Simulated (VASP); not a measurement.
Runs of VASP 6.6.1 on VAu. The structure is that of space group R-3m (No. 166), or close to it. The cells are those of the table. 

| spin | cell | gap on the mesh (eV) | pressure (GPa) | moment (μB) |
| --- | --- | --- | --- | --- |
| collinear | a = 4.905 Å, angles 33.1°, 2 atoms | none | (a) | 0.00 |
| collinear | a = 4.771 Å, angles 33.2°, 2 atoms | none | 8.7 | 0.00 |
| collinear | a = 4.871 Å, angles 33.1°, 2 atoms | none | -3.8 | 0.00 |
| collinear, ferromagnetic start | a = 4.839 Å, angles 33.1°, 2 atoms | none | -0.1 | 0.00 |

Alike in all rows: task single point; level PBEsol; potentials or basis VASP PAW PBE potentials, release 64 (V_sv, Au); k mesh 14 × 14 × 14; cutoff (eV) 520; smearing gaussian 0.05 eV.

Question: Estimate the missing entries.

Answer: (a) -7.1.

Caveats: the PAW data sets were made with another functional, which shifts forces and pressure a little; spin-orbit coupling is left out, which moves the levels of the heavy elements; the cell stands under tension (at least some runs); the cell stands under pressure (at least some runs).

A k mesh can miss the band edges, and the runs leave out spin-orbit coupling on Au.

A gap of «none» marks levels without a gap at the run's occupations.
